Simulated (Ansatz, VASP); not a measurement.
Au: VASP beside Ansatz

```
CELL_PARAMETERS angstrom
2.69625 0.00000 0.00000
-1.34812 2.33502 0.00000
0.00000 0.00000 5.40973
ATOMIC_POSITIONS crystal
Au 0.33333 0.66667 0.75000
Au 0.66667 0.33333 0.25000
```

Alike in both runs: task single point; functional PBEsol; k mesh 24 × 24 × 14; occupations gaussian, width 0.15 eV; no spin polarisation.

|  | VASP | Ansatz |
| --- | --- | --- |
| version | VASP 6.6.1 | Ansatz 0.2.0 |
| potentials or method | VASP PAW PBE potentials, release 64 (Au), cutoff 520 eV | scalar-relativistic, plane waves, PAW |
| valence electrons in the cell | 22 | 38 |

Ansatz gave:

- gap on the k mesh at the Fermi level (eV): none
- pressure (GPa): 9.1
- traceless stress, the component that is largest in VASP (GPa): -14.89

Q: What did VASP give for the same quantities?

A: gap on the k mesh at the Fermi level (eV): none; pressure (GPa): 8.8; traceless stress, the component that is largest in VASP (GPa): -14.84.

VASP's potentials were made for PBE, not for PBEsol. A gap of «none» marks a metal or a gap that the smearing closes. VASP's potentials hold 22 valence electrons a cell and Ansatz's 38, so a difference there can come from the potentials and not from the codes.

Neither program's run includes spin-orbit coupling.
